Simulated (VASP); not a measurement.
# C (P6_3/mmc) in VASP: notebook

C is run at these levels: PBE; tasks: single point.

Everything below comes from runs of VASP 6.6.1. Logs are shortened: lines on timing, memory, paths and dates and some standing lists are left out, and cuts for length are marked.

## Step 1: The cell of the first run

It takes space group P6_3/mmc (No. 194, hexagonal). The conventional cell has a = 2.467 Å, b = 2.467 Å, c = 8.465 Å, α = 90.00°, β = 90.00°, γ = 120.00°. Within 1.9 Å of C (site symmetry -6m2) lie 3 C at 1.42 Å. C (site symmetry -6m2) has 3 C at 1.42 Å within 1.9 Å.

## Step 2: Single point, PBE

Input file INCAR:

```
SYSTEM = C
ALGO     = Normal         ! electronic algorithm
EDIFF    = 1E-6           ! SCF threshold, eV
ENCUT    = 520            ! plane-wave cutoff, eV
GGA      = PE             ! functional
ISIF     = 2              ! what is computed and relaxed
ISMEAR   = 0              ! smearing method
LASPH    = .True.         ! aspherical terms in the spheres
LCHARG   = .False.        ! write CHGCAR
LREAL    = .False.        ! projectors in reciprocal space
LWAVE    = .False.        ! write WAVECAR
NBANDS   = 16             ! bands
NELM     = 100            ! most SCF steps
PREC     = Accurate       ! precision mode
SIGMA    = 0.1            ! smearing width, eV
```

Input file KPOINTS:

```
k-points
0
Gamma
  18 18 6
  0 0 0
```

Input file POSCAR:

```
C
1.0
    2.4665328077      0.0000000000      0.0000000000
   -1.2332664039      2.1360800708      0.0000000000
    0.0000000000      0.0000000000      8.4654490968
C
4
Direct
    0.0000000000      0.0000000000      0.2500000000
    0.0000000000      0.0000000000      0.7500000000
    0.3333333333      0.6666666667      0.2500000000
    0.6666666667      0.3333333333      0.7500000000
```

Potentials or basis: VASP PAW PBE potentials, release 64 (C).

Launch:

```bash
> cat potpaw_PBE.64/C/POTCAR > POTCAR
> mpirun -np 1 vasp_std > vasp.out
```

OUTCAR:

```text
SYSTEM = C
   EDIFF = 1E-6
   ENCUT = 520
   GGA = PE
   ISIF = 2
   ISMEAR = 0
   LASPH = .True.
   LREAL = .False.
   NELM = 100
   PREC = Accurate

 ion  position               nearest neighbor table
   1  0.000  0.000  0.250-   3 1.42   3 1.42   3 1.42
   2  0.000  0.000  0.750-   4 1.42   4 1.42   4 1.42
   3  0.333  0.667  0.250-   1 1.42   1 1.42   1 1.42
   4  0.667  0.333  0.750-   2 1.42   2 1.42   2 1.42

  LATTYP: Found a hexagonal cell.
 ALAT       =     2.4665328077
 C/A-ratio  =     3.4321250747

  Lattice vectors:

 A1 = (   2.4665328077,   0.0000000000,   0.0000000000)
 A2 = (  -1.2332664039,   2.1360800708,   0.0000000000)
 A3 = (   0.0000000000,   0.0000000000,   8.4654490968)

Analysis of symmetry for initial positions (statically):
=====================================================================
 Subroutine PRICEL returns:
 Original cell was already a primitive cell.

 Routine SETGRP: Setting up the symmetry group for a
 hexagonal supercell.

 Subroutine GETGRP returns: Found 24 space group operations
 (whereof 12 operations were pure point group operations)
 out of a pool of 24 trial point group operations.

The static configuration has the point symmetry D_3d.
 The point group associated with its full space group is D_6h.

Analysis of symmetry for dynamics (positions and initial velocities):
=====================================================================
 Subroutine PRICEL returns:
 Original cell was already a primitive cell.

 Routine SETGRP: Setting up the symmetry group for a
 hexagonal supercell.

 Subroutine GETGRP returns: Found 24 space group operations
 (whereof 12 operations were pure point group operations)
 out of a pool of 24 trial point group operations.

The dynamic configuration has the point symmetry D_3d.
 The point group associated with its full space group is D_6h.

 Subroutine INISYM returns: Found 24 space group operations
 (whereof 12 operations are pure point group operations),
 and found     1 'primitive' translations

----------------------------------------------------------------------------------------

                                     Primitive cell

  volume of cell :      44.6020

  direct lattice vectors                    reciprocal lattice vectors
     2.466532808  0.000000000  0.000000000     0.405427407  0.234073622  0.000000000
    -1.233266404  2.136080071  0.000000000     0.000000000  0.468147245  0.000000000
     0.000000000  0.000000000  8.465449097     0.000000000  0.000000000  0.118127224

  length of vectors
     2.466532808  2.466532808  8.465449097     0.468147245  0.468147245  0.118127224

  position of ions in fractional coordinates (direct lattice)
     0.000000000  0.000000000  0.250000000
     0.000000000  0.000000000  0.750000000
     0.333333333  0.666666667  0.250000000
     0.666666667  0.333333333  0.750000000

  ion indices of the primitive-cell ions
   primitive index   ion index
                 1           1
                 2           2
                 3           3
                 4           4

----------------------------------------------------------------------------------------

 KPOINTS: k-points

Automatic generation of k-mesh.
 Grid dimensions read from file:
 generate k-points for:   18   18    6

 Generating k-lattice:

  Cartesian coordinates                     Fractional coordinates (reciprocal lattice)
     0.022523745  0.013004090  0.000000000     0.055555556  0.000000000  0.000000000
     0.000000000  0.026008180  0.000000000     0.000000000  0.055555556  0.000000000
     0.000000000  0.000000000  0.019687871     0.000000000  0.000000000  0.166666667

  Length of vectors
     0.026008180  0.026008180  0.019687871

  Shift w.r.t. Gamma in fractional coordinates (k-lattice)
     0.000000000  0.000000000  0.000000000

 Subroutine IBZKPT returns following result:
 ===========================================

 Found    148 irreducible k-points:

 Following reciprocal coordinates:
            Coordinates               Weight
  0.000000  0.000000  0.000000      1.000000
  0.055556 -0.000000  0.000000      6.000000
  0.111111 -0.000000  0.000000      6.000000
  0.166667  0.000000  0.000000      6.000000
  0.222222  0.000000  0.000000      6.000000
  0.277778  0.000000  0.000000      6.000000
[... 16 lines left out ...]
  0.333333  0.111111  0.000000     12.000000
  0.388889  0.111111  0.000000     12.000000
 [... further k-points ...]
   k-points           NKPTS =    148   k-points in BZ     NKDIM =    148   number of bands    NBANDS=     16
   number of dos      NEDOS =    301   number of ions     NIONS =      4
   total plane-waves  NPLWV =  20736
   dimension x,y,z NGX =    18 NGY =   18 NGZ =   64
   dimension x,y,z NGXF=    36 NGYF=   36 NGZF=  128
   ions per type =               4
   NGX,Y,Z   is equivalent  to a cutoff of  12.13, 12.13, 12.57 a.u.
   NGXF,Y,Z  is equivalent  to a cutoff of  24.26, 24.26, 25.14 a.u.
 SYSTEM =  C
   PREC   = accura    normal or accurate (medium, high low for compatibility)
   ISTART =      0    job   : 0-new  1-cont  2-samecut
   ICHARG =      2    charge: 1-file 2-atom 10-const
   ISPIN  =      1    spin polarized calculation?
   LNONCOLLINEAR =      F non collinear calculations
   LSORBIT =      F    spin-orbit coupling
   LASPH  =      T    aspherical Exc in radial PAW
   ENCUT  =  520.0 eV  38.22 Ry    6.18 a.u.   4.59  4.59 15.74*2*pi/ulx,y,z
   NELM   =    100;   NELMIN=  2; NELMDL= -5     # of ELM steps
   EDIFF  = 0.1E-05   stopping-criterion for ELM
   LREAL  =      F    real-space projection
   EDIFFG = 0.1E-04   stopping-criterion for IOM
   NSW    =      0    number of steps for IOM
   IBRION =     -1    ionic relax: 0-MD 1-quasi-New 2-CG
   NFREE  =      0    steps in history (QN), initial steepest desc. (CG)
   ISIF   =      2    stress and relaxation
   ISYM   =      2    0-nonsym 1-usesym 2-fastsym
   POTIM  = 0.5000    time-step for ionic-motion
   TEBEG  =    0.0;   TEEND  =   0.0 temperature during run
   PSTRESS=    0.0 pullay stress
   NELECT =      16.0000    total number of electrons
   NUPDOWN=      -1.0000    fix difference up-down
   EMIN   =  10.00;   EMAX   =-10.00  energy-range for DOS
   EFERMI =   0.00;   METHOD = LEGACY
   ISMEAR =     0;   SIGMA  =   0.10  broadening in eV -4-tet -1-fermi 0-gaus
   EFERMI_NEDOS =   21; number of points for ismear=-14 and -15
   IALGO  =     38    algorithm
   IMIX   =      4    mixing-type and parameters
     AMIX     =   0.40;   BMIX     =  1.00
     AMIX_MAG =   1.60;   BMIX_MAG =  1.00
  volume/ion in A,a.u.               =      11.15        75.25
  Fermi-wavevector in a.u.,A,eV,Ry     =   1.163224  2.198175 18.409908  1.353090
  Thomas-Fermi vector in A             =   2.299776
   LORBIT       =      0    0 simple, 1 ext, 2 COOP (PROOUT), +10 PAW based schemes
   GGA     = PE    functional components
   LHFCALC =     F    Hartree Fock is set to
   AEXX    =    0.0000 exact exchange contribution
   IVDW    =     0    specifies the selected vdW correction
   LEPSILON=     F    determine dielectric tensor
   LRPA    =     F    only Hartree local field effects (RPA)
 non-spin polarized calculation
 Gauss-broadening in eV      SIGMA  =   0.10
  energy-cutoff  :      520.00
  volume of cell :       44.60
 maximum number of plane-waves:      1220
   NGX =  9   NGY =  9   NGZ = 31

 number of electron      15.9999993 magnetization

 Free energy of the ion-electron system (eV)
  ---------------------------------------------------
  ext. energy  EPLUGINS =         0.00000000
  ---------------------------------------------------
  free energy    TOTEN  =       -36.90437702 eV

  energy without entropy =      -36.90335115  energy(sigma->0) =      -36.90386408

 E-fermi :   2.8430     XC(G=0):  -8.7674

 val. band max:        2.8426115054   @ k =   0.3333   0.3333   0.1667
 cond. band min:       2.8433243720   @ k =   0.3333   0.3333   0.3333
 fundamental gap:      0.0007128666
 Fermi energy:         2.8430186868

 k-point     1 :       0.0000    0.0000    0.0000
  band No.  band energies     occupation
      1     -16.6905      2.00000
      2     -16.6519      2.00000
      3      -5.0146      2.00000
      4      -4.5083      2.00000
      5      -0.2008      2.00000
      6      -0.2008      2.00000
[... 8 lines left out ...]
     15      13.4401      0.00000
     16      14.2488      0.00000

 k-point     2 :       0.0556   -0.0000    0.0000
  band No.  band energies     occupation
      1     -16.6175      2.00000
      2     -16.5791      2.00000
      3      -4.9266      2.00000
      4      -4.4223      2.00000
      5      -0.4987      2.00000
      6      -0.4968      2.00000
[... 8 lines left out ...]
     15      13.5374      0.00000
     16      13.9929      0.00000

 k-point     3 :       0.1111   -0.0000    0.0000
  band No.  band energies     occupation
      1     -16.3987      2.00000
      2     -16.3610      2.00000
      3      -4.6636      2.00000
      4      -4.1652      2.00000
      5      -1.3168      2.00000
      6      -1.3133      2.00000
[... 8 lines left out ...]
     15      13.2642      0.00000
     16      13.3069      0.00000

 k-point     4 :       0.1667    0.0000    0.0000
  band No.  band energies     occupation
      1     -16.0353      2.00000
      2     -15.9988      2.00000
      3      -4.2286      2.00000
      4      -3.7405      2.00000
      5      -2.4914      2.00000
      6      -2.4858      2.00000
[... 8 lines left out ...]
     15      13.6794      0.00000
     16      13.6848      0.00000
[... 324 lines left out ...]
 k-point    22 :       0.2778    0.1111    0.0000
  band No.  band energies     occupation
      1     -13.8933      2.00000
      2     -13.8632      2.00000
      3      -6.7069      2.00000
      4      -6.6942      2.00000
      5      -3.8059      2.00000
      6      -3.7998      2.00000
[... 8 lines left out ...]
     15      16.4192      0.00000
     16      16.8244      0.00000

 k-point    23 :       0.3333    0.1111    0.0000
  band No.  band energies     occupation
      1     -12.9935      2.00000
      2     -12.9659      2.00000
      3      -8.0806      2.00000
      4      -8.0648      2.00000
      5      -4.1754      2.00000
      6      -4.1688      2.00000
[... 8 lines left out ...]
     15      16.5785      0.00000
     16      17.0653      0.00000

 k-point    24 :       0.3889    0.1111    0.0000
  band No.  band energies     occupation
      1     -12.0019      2.00000
      2     -11.9777      2.00000
      3      -9.3697      2.00000
      4      -9.3519      2.00000
      5      -4.3995      2.00000
      6      -4.3927      2.00000
[... 8 lines left out ...]
     15      15.3266      0.00000
     16      16.2941      0.00000

 [... further k-points ...]

------------------------ aborting loop because EDIFF is reached ----------------------------------------

  FORCE on cell =-STRESS in cart. coord.  units (eV):
  Direction    XX          YY          ZZ          XY          YZ          ZX
  --------------------------------------------------------------------------------------
  -------------------------------------------------------------------------------------
  Total        0.1541674      0.1541674     -0.0032174     -0.0000000     -0.0000000      0.0000000
  in kB        5.5379465      5.5379465     -0.1155746     -0.0000000     -0.0000000      0.0000000
  external PRESSURE =       3.6534394 kB  Pullay stress =       0.0000000 kB

 VOLUME and BASIS-vectors are now :
 -----------------------------------------------------------------------------
  energy-cutoff  :      520.00
  volume of cell :       44.60
      direct lattice vectors                 reciprocal lattice vectors
     2.466532808  0.000000000  0.000000000     0.405427407  0.234073622  0.000000000
    -1.233266404  2.136080071  0.000000000     0.000000000  0.468147245  0.000000000
     0.000000000  0.000000000  8.465449097     0.000000000  0.000000000  0.118127224

 POSITION                                       TOTAL-FORCE (eV/Angst)
 -----------------------------------------------------------------------------------
      0.00000      0.00000      2.11636        -0.000000      0.000000     -0.000000
      0.00000      0.00000      6.34909         0.000000      0.000000     -0.000000
     -0.00000      1.42405      2.11636         0.000000     -0.000000      0.000000
      1.23327      0.71203      6.34909        -0.000000      0.000000     -0.000000
 -----------------------------------------------------------------------------------
    total drift:                                0.000000     -0.000000      0.000000

  FREE ENERGIE OF THE ION-ELECTRON SYSTEM (eV)
  ---------------------------------------------------
  free  energy   TOTEN  =       -36.9043770188 eV

  energy  without entropy=      -36.9033511493  energy(sigma->0) =      -36.90386408
```

It took 2.2 min on 1 thread of AMD EPYC, shared host; peak memory 0.17 GiB.

Results:

- Free energy: -36.9044 eV
- Pressure: 0.4 GPa
- Band gap on the k mesh: zero (filled and empty bands touch)

Caveat: this functional lacks dispersion, which binds the layers, so the pressure and a relaxed spacing across them are unreliable.

## Step 3: Single point, PBE (biaxial strain in the a-b plane: -3.0 %, then relaxed in part)

Input file INCAR:

```
SYSTEM = C
PREC = Accurate ; ENCUT = 520
EDIFF = 1E-6 ; ISMEAR = 0
SIGMA = 0.1 ; LREAL = .False.
LASPH = .True. ; NELM = 80
ALGO = Normal ; ISIF = 2
LWAVE = .False. ; LCHARG = .False.
GGA = PE ; NBANDS = 16
```

Input file KPOINTS:

```
regular mesh
0
Gamma
  24 24 6
  0 0 0
```

Input file POSCAR:

```
C
1.0
    2.3925368235      0.0000000000      0.0000000000
   -1.1962684118      2.0719976686      0.0000000000
    0.0000000000      0.0000000000      8.6178271805
C
4
Direct
    0.0000000000      0.0000000000      0.2500000000
    0.0000000000      0.0000000000      0.7500000000
    0.3333333333      0.6666666667      0.2500000000
    0.6666666667      0.3333333333      0.7500000000
```

Potentials or basis: VASP PAW PBE potentials, release 64 (C).

Launch:

```bash
> cat potpaw_PBE.64/C/POTCAR > POTCAR
> mpirun -np 1 vasp_std > vasp.out
```

OUTCAR:

```text
SYSTEM = C
   PREC = Accurate
   ENCUT = 520
   EDIFF = 1E-6
   ISMEAR = 0
   LREAL = .False.
   LASPH = .True.
   NELM = 80
   ISIF = 2
   GGA = PE

 ion  position               nearest neighbor table
   1  0.000  0.000  0.250-   3 1.38   3 1.38   3 1.38
   2  0.000  0.000  0.750-   4 1.38   4 1.38   4 1.38
   3  0.333  0.667  0.250-   1 1.38   1 1.38   1 1.38
   4  0.667  0.333  0.750-   2 1.38   2 1.38   2 1.38

  LATTYP: Found a hexagonal cell.
 ALAT       =     2.3925368235
 C/A-ratio  =     3.6019621917

  Lattice vectors:

 A1 = (   2.3925368235,   0.0000000000,   0.0000000000)
 A2 = (  -1.1962684118,   2.0719976686,   0.0000000000)
 A3 = (   0.0000000000,   0.0000000000,   8.6178271805)

Analysis of symmetry for initial positions (statically):
=====================================================================
 Subroutine PRICEL returns:
 Original cell was already a primitive cell.

 Routine SETGRP: Setting up the symmetry group for a
 hexagonal supercell.

 Subroutine GETGRP returns: Found 24 space group operations
[... 173 lines left out ...]

 val. band max:        3.2152033308   @ k =   0.3333   0.3333   0.1667
 cond. band min:       3.2156556767   @ k =   0.3333   0.3333   0.3333
 fundamental gap:      0.0004523458
 Fermi energy:         3.2155270960

 k-point     1 :       0.0000    0.0000    0.0000
  band No.  band energies     occupation
      1     -17.0598      2.00000
      2     -17.0296      2.00000
      3      -5.2382      2.00000
      4      -4.8157      2.00000
      5       0.2185      2.00000
      6       0.2185      2.00000
[... 433 lines left out ...]
      3     -10.3530      2.00000
      4     -10.3398      2.00000
      5      -3.5882      2.00000
      6      -3.5851      2.00000
[... 8 lines left out ...]
     15      15.8401      0.00000
     16      16.9594      0.00000

 [... further k-points ...]

------------------------ aborting loop because EDIFF is reached ----------------------------------------

  FORCE on cell =-STRESS in cart. coord.  units (eV):
  Direction    XX          YY          ZZ          XY          YZ          ZX
  --------------------------------------------------------------------------------------
  -------------------------------------------------------------------------------------
  Total        9.0760352      9.0760352     -0.0177019     -0.0000000      0.0000000      0.0000000
  in kB      340.3776848    340.3776848     -0.6638717     -0.0000000      0.0000000      0.0000000
  external PRESSURE =     226.6971660 kB  Pullay stress =       0.0000000 kB

 VOLUME and BASIS-vectors are now :
 -----------------------------------------------------------------------------
  energy-cutoff  :      520.00
  volume of cell :       42.72
      direct lattice vectors                 reciprocal lattice vectors
     2.392536823  0.000000000  0.000000000     0.417966399  0.241313013  0.000000000
    -1.196268412  2.071997669  0.000000000     0.000000000  0.482626026  0.000000000
     0.000000000  0.000000000  8.617827181     0.000000000  0.000000000  0.116038530

 POSITION                                       TOTAL-FORCE (eV/Angst)
 -----------------------------------------------------------------------------------
      0.00000      0.00000      2.15446        -0.000000      0.000000     -0.000000
      0.00000      0.00000      6.46337         0.000000      0.000000      0.000000
     -0.00000      1.38133      2.15446         0.000000     -0.000000      0.000000
      1.19627      0.69067      6.46337         0.000000      0.000000     -0.000000
 -----------------------------------------------------------------------------------
    total drift:                                0.000000     -0.000000      0.000000

  FREE ENERGIE OF THE ION-ELECTRON SYSTEM (eV)
  ---------------------------------------------------
  free  energy   TOTEN  =       -36.6299186677 eV

  energy  without entropy=      -36.6292989424  energy(sigma->0) =      -36.62960881
```

stdout:

```text
POSCAR found type information on POSCAR C
 POSCAR found :  1 types and       4 ions
 scaLAPACK will be used
 LDA part: xc-table for (Slater+PW92), standard interpolation
 POSCAR, INCAR and KPOINTS ok, starting setup
 FFT: planning ... GRIDC
 FFT: planning ... GRID_SOFT
 FFT: planning ... GRID
 WAVECAR not read
 entering main loop
```

Run time: 3.9 min. Hardware: 1 thread of AMD EPYC, shared host; peak memory 0.2 GiB.

What came out:

```yaml
Free_energy: -36.6299 eV
Pressure: 22.7 GPa
Band_gap_on_the_k_mesh: zero (filled and empty bands touch)
```

Stress tensor (GPa, compression positive):
```
34.04  0.00  0.00
 0.00 34.04  0.00
 0.00  0.00 -0.07
```

Caveat: the cell differs from its parent crystal (biaxial strain in the a-b plane: -3.0 %, then relaxed in part); the cell stands under pressure; this functional lacks dispersion, which binds the layers, so the pressure and a relaxed spacing across them are unreliable.
